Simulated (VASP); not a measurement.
# BiTe (Fm-3m) in VASP: notebook, part 3 of 3

VASP 6.6.1. The steps go on from the part before.

### 6 Vibrations by perturbation theory, PBE

This run uses another cell than the first one, of 34.48 Å³/atom, 1.225 times its volume.

INCAR reads:

```
SYSTEM = BiTe
PREC = Accurate
ENCUT = 520
EDIFF = 1E-8
ISMEAR = -1
SIGMA = 0.15
LREAL = .False.
LASPH = .True.
NELM = 80
ALGO = Normal
ISIF = 2
LWAVE = .False.
LCHARG = .False.
GGA = PE
IBRION = 8
NSW = 1
```

KPOINTS reads:

```
Automatic mesh
0
Gamma
  6 6 6
  0 0 0
```

POSCAR reads:

```
BiTe
1.0
    0.0000000000      3.2548796324      3.2548796324
    3.2548796324      0.0000000000      3.2548796324
    3.2548796324      3.2548796324      0.0000000000
Bi Te
1 1
Direct
    0.0000000000      0.0000000000      0.0000000000
    0.5000000000      0.5000000000      0.5000000000
```

Potentials or basis: VASP PAW PBE potentials, release 64 (Bi_d, Te).

Started as:

```console
cat potpaw_PBE.64/Bi_d/POTCAR potpaw_PBE.64/Te/POTCAR > POTCAR
mpirun -np 1 vasp_std > vasp.out
```

OUTCAR:

```text
SYSTEM = BiTe
   PREC = Accurate
   ENCUT = 520
   EDIFF = 1E-8
   ISMEAR = -1
   LREAL = .False.
   LASPH = .True.
   NELM = 80
   ISIF = 2
   GGA = PE
   IBRION = 8
   NSW = 1

 ion  position               nearest neighbor table
   1  0.000  0.000  0.000-   2 3.25   2 3.25   2 3.25   2 3.25   2 3.25   2 3.25
   2  0.500  0.500  0.500-   1 3.25   1 3.25   1 3.25   1 3.25   1 3.25   1 3.25

  LATTYP: Found a face centered cubic cell.
 ALAT       =     6.5097592648

  Lattice vectors:

 A1 = (   0.0000000000,   3.2548796324,   3.2548796324)
 A2 = (   3.2548796324,   0.0000000000,   3.2548796324)
 A3 = (   3.2548796324,   3.2548796324,   0.0000000000)

Analysis of symmetry for initial positions (statically):
=====================================================================
 Subroutine PRICEL returns:
 Original cell was already a primitive cell.

 Routine SETGRP: Setting up the symmetry group for a
 face centered cubic supercell.

 Subroutine GETGRP returns: Found 48 space group operations
[... 9 lines left out ...]

 Routine SETGRP: Setting up the symmetry group for a
 face centered cubic supercell.

 Subroutine GETGRP returns: Found 48 space group operations
[... 11 lines left out ...]
                                     Primitive cell

  volume of cell :      68.9660

  direct lattice vectors                    reciprocal lattice vectors
     0.000000000  3.254879632  3.254879632    -0.153615512  0.153615512  0.153615512
     3.254879632  0.000000000  3.254879632     0.153615512 -0.153615512  0.153615512
     3.254879632  3.254879632  0.000000000     0.153615512  0.153615512 -0.153615512

  length of vectors
     4.603094920  4.603094920  4.603094920     0.266069871  0.266069871  0.266069871

  position of ions in fractional coordinates (direct lattice)
     0.000000000  0.000000000  0.000000000
     0.500000000  0.500000000  0.500000000

  ion indices of the primitive-cell ions
   primitive index   ion index
                 1           1
                 2           2

----------------------------------------------------------------------------------------

 KPOINTS: Automatic mesh

Automatic generation of k-mesh.
 Grid dimensions read from file:
 generate k-points for:    6    6    6

 Generating k-lattice:

  Cartesian coordinates                     Fractional coordinates (reciprocal lattice)
    -0.025602585  0.025602585  0.025602585     0.166666667  0.000000000  0.000000000
     0.025602585 -0.025602585  0.025602585     0.000000000  0.166666667  0.000000000
     0.025602585  0.025602585 -0.025602585     0.000000000  0.000000000  0.166666667

  Length of vectors
     0.044344978  0.044344978  0.044344978

  Shift w.r.t. Gamma in fractional coordinates (k-lattice)
     0.000000000  0.000000000  0.000000000

[... 104 lines left out ...]
      5     -16.7138      2.00000
      6      -6.9664      2.00000
      7      -1.7645      2.00000
      8       3.9353      2.00000
      9       3.9353      2.00000
     10       3.9353      2.00000
     11       8.5450      0.00000
     12       8.5450      0.00000
     13       8.5450      0.00000
     14      11.1284      0.00000
[... 243 lines left out ...]
      3     -16.7139      2.00000
      4     -16.7075      2.00000
      5     -16.7043      2.00000
      6      -4.9669      2.00000
      7      -4.0899      2.00000
      8       1.2127      2.00000
      9       1.9882      2.00000
     10       3.8972      2.00000
     11       7.3960      0.00301
     12       9.7066      0.00000
     13      10.5122      0.00000
     14      10.7684      0.00000

------------------------ aborting loop because EDIFF is reached ----------------------------------------

  FORCE on cell =-STRESS in cart. coord.  units (eV):
  Direction    XX          YY          ZZ          XY          YZ          ZX
  --------------------------------------------------------------------------------------
  -------------------------------------------------------------------------------------
  Total       -0.0180263     -0.0180263     -0.0180263      0.0000000      0.0000000     -0.0000000
  in kB       -0.4187763     -0.4187763     -0.4187763      0.0000000      0.0000000     -0.0000000
  external PRESSURE =      -0.4187763 kB  Pullay stress =       0.0000000 kB

 VOLUME and BASIS-vectors are now :
 -----------------------------------------------------------------------------
  energy-cutoff  :      520.00
  volume of cell :       68.97
      direct lattice vectors                 reciprocal lattice vectors
     0.000000000  3.254879632  3.254879632    -0.153615512  0.153615512  0.153615512
     3.254879632  0.000000000  3.254879632     0.153615512 -0.153615512  0.153615512
     3.254879632  3.254879632  0.000000000     0.153615512  0.153615512 -0.153615512

 POSITION                                       TOTAL-FORCE (eV/Angst)
 -----------------------------------------------------------------------------------
      0.00000      0.00000      0.00000        -0.000000      0.000000     -0.000000
      3.25488      3.25488      3.25488         0.000000     -0.000000      0.000000
 -----------------------------------------------------------------------------------
    total drift:                               -0.000000      0.000000      0.000000

  FREE ENERGIE OF THE ION-ELECTRON SYSTEM (eV)
  ---------------------------------------------------
  free  energy   TOTEN  =        -7.2287133255 eV

  energy  without entropy=       -7.1216674661  energy(sigma->0) =       -7.17519040

[... ionic steps 2 to 3 ...]

--------------------------------------- Ionic step        4  -------------------------------------------

------------------------ aborting loop because EDIFF is reached ----------------------------------------

[... ionic steps 5 to 6 ...]

--------------------------------------- Ionic step        7  -------------------------------------------

 Free energy of the ion-electron system (eV)
  ---------------------------------------------------
  ---------------------------------------------------
  free energy    TOTEN  =        -0.04678071 eV

  energy without entropy =       -0.04678072

------------------------ aborting loop because EDIFF is reached ----------------------------------------

 INTERNAL STRAIN TENSOR  FOR ION    2  DIRECTION 1   (eV/Angst):
 -----------------------------------------------------------------------------
    -0.00676 -0.00000  0.00000
    -0.00000  0.01009  0.00000
    -0.00000  0.00000  0.01009

 INTERNAL STRAIN TENSOR FOR ION    2 for displacements in x,y,z  (eV/Angst):
          X           Y           Z          XY          YZ          ZX
  --------------------------------------------------------------------------------
  x     0.00000     0.00000     0.00000     0.00000     0.00000     0.00000
  y     0.00000     0.00000     0.00000     0.00000     0.00000     0.00000
  z     0.00000     0.00000     0.00000     0.00000     0.00000     0.00000

 SECOND DERIVATIVES (NOT SYMMETRIZED)
 ------------------------------------
               1X          1Y          1Z          2X          2Y          2Z
  1X    -2.625618    0.000000    0.000000    2.625618    0.000000    0.000000
  1Y     0.000000   -2.625618    0.000000    0.000000    2.625618    0.000000
  1Z     0.000000    0.000000   -2.625618    0.000000    0.000000    2.625618
  2X     2.657636    0.000000    0.000000   -2.657636    0.000000    0.000000
  2Y     0.000000    2.657636    0.000000    0.000000   -2.657636    0.000000
  2Z     0.000000    0.000000    2.657636    0.000000    0.000000   -2.657636

 Eigenvectors and eigenvalues of the dynamical matrix
 ----------------------------------------------------

   1 f  =    2.856753 THz    17.949510 2PiTHz   95.291033 cm-1    11.814577 meV
             X         Y         Z           dx          dy          dz
      0.000000  0.000000  0.000000    -0.613401    0.000000    0.000000
      3.254880  3.254880  3.254880     0.789772    0.000000    0.000000
[... 21 lines left out ...]
   6 f/i=    0.008387 THz     0.052698 2PiTHz    0.279763 cm-1     0.034686 meV
             X         Y         Z           dx          dy          dz
      0.000000  0.000000  0.000000     0.000000    0.000000    0.789772
      3.254880  3.254880  3.254880     0.000000    0.000000    0.613401

--------------------------------------------------------------------------------------------------------

 ELASTIC MODULI CONTR FROM IONIC RELAXATION (kBar)
 Direction    XX          YY          ZZ          XY          YZ          ZX
 --------------------------------------------------------------------------------
 XX           0.0000      0.0000      0.0000      0.0000      0.0000      0.0000
 YY           0.0000      0.0000      0.0000      0.0000      0.0000      0.0000
 ZZ           0.0000      0.0000      0.0000      0.0000      0.0000      0.0000
 XY           0.0000      0.0000      0.0000      0.0000      0.0000      0.0000
 YZ           0.0000      0.0000      0.0000      0.0000      0.0000      0.0000
 ZX           0.0000      0.0000      0.0000      0.0000      0.0000      0.0000
 --------------------------------------------------------------------------------
```

OSZICAR:

```text
N       E                     dE             d eps       ncg     rms          rms(c)
DAV:   1     0.153269326644E+03    0.15327E+03   -0.10047E+04   448   0.141E+03
DAV:   2     0.288117283446E+01   -0.15039E+03   -0.14792E+03   508   0.353E+02
DAV:   3    -0.700648377103E+01   -0.98877E+01   -0.96679E+01   574   0.982E+01
[... 46 lines left out ...]
RMM:   7    -0.467812711345E-01    0.30654E-05   -0.33714E-08  1549   0.115E-03    0.247E-04
RMM:   8    -0.467805212652E-01    0.74987E-06    0.75313E-09  1494   0.533E-04    0.124E-04
RMM:   9    -0.467807128626E-01   -0.19160E-06   -0.79091E-08  1668   0.139E-04    0.707E-05
RMM:  10    -0.467806765322E-01    0.36330E-07   -0.16951E-07  1494   0.528E-05    0.569E-06
RMM:  11    -0.467807026910E-01   -0.26159E-07   -0.37664E-08  1551   0.165E-05    0.618E-06
RMM:  12    -0.467807086980E-01   -0.60069E-08    0.30369E-08  1280   0.634E-06    0.161E-06
 Linear response finished
```

stdout:

```text
POSCAR found type information on POSCAR BiTe
 POSCAR found :  2 types and       2 ions
 scaLAPACK will be used
 LDA part: xc-table for (Slater+PW92), standard interpolation
 POSCAR, INCAR and KPOINTS ok, starting setup
 FFT: planning ... GRIDC
 FFT: planning ... GRID_SOFT
 FFT: planning ... GRID
 WAVECAR not read
 entering main loop
 Linear response reoptimize wavefunctions to high precision
 Linear response DOF=           2
 Linear response progress:
 first order change of Fermi-energy   0.30335E-03
 force on displaced ion       1 direction 1 :  -2.626   0.000   0.000
 Linear response progress:
 first order change of Fermi-energy  -0.34142E-03
 force on displaced ion       2 direction 1 :  -2.658   0.000   0.000
 Linear response finished
```

Run time: 2.2 min. Hardware: 1 thread of Intel Xeon Platinum 8488C (Sapphire Rapids), shared host; peak memory 0.28 GiB.

Results:

```
Highest phonon frequency at Γ, LO-TO splitting left out : 95 cm⁻¹
```

Phonon frequencies in cm⁻¹ (negative: imaginary):
| q point | frequencies |
| --- | --- |
| (0.000, 0.000, 0.000) | 0 0 0 95 95 95 |

Caveat: spin-orbit coupling is left out, which moves the levels of the heavy elements.
